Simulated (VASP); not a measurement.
Here is a VASP 6.6.1 calculation.

File INCAR:

```
SYSTEM = CdS
PREC     = Accurate       ! precision mode
ENCUT    = 520            ! plane-wave cutoff, eV
EDIFF    = 1E-7           ! SCF threshold, eV
ISMEAR   = -1             ! smearing method
SIGMA    = 0.1            ! smearing width, eV
LREAL    = .False.        ! projectors in reciprocal space
LASPH    = .True.         ! aspherical terms in the spheres
NELM     = 80             ! most SCF steps
ALGO     = Normal         ! electronic algorithm
ISIF     = 2              ! what is computed and relaxed
LWAVE    = .False.        ! write WAVECAR
LCHARG   = .False.        ! write CHGCAR
GGA      = PE             ! functional
NBANDS   = 16             ! bands
```

File KPOINTS:

```
regular mesh
0
Gamma
  13 13 13
  0 0 0
```

POSCAR

```
CdS
1.0
    3.4108020662      0.0000000000      0.0000000000
    0.0000000000      3.4108020662      0.0000000000
    0.0000000000      0.0000000000      3.4108020662
Cd S
1 1
Direct
    0.0000000000      0.0000000000      0.0000000000
    0.5000000000      0.5000000000      0.5000000000
```

Potentials or basis: VASP PAW PBE potentials, release 64 (Cd, S).

Launch:

```sh
$ cat potpaw_PBE.64/Cd/POTCAR potpaw_PBE.64/S/POTCAR > POTCAR
$ mpirun -np 1 vasp_std > vasp.out
```

(1) Predict the band gap on the k mesh.

(2) Predict the pressure.

## Answers

(1) zero (band 9 reaches 3.81 eV, above the bottom of band 10 at 2.78 eV).

(2) 0.3 GPa.
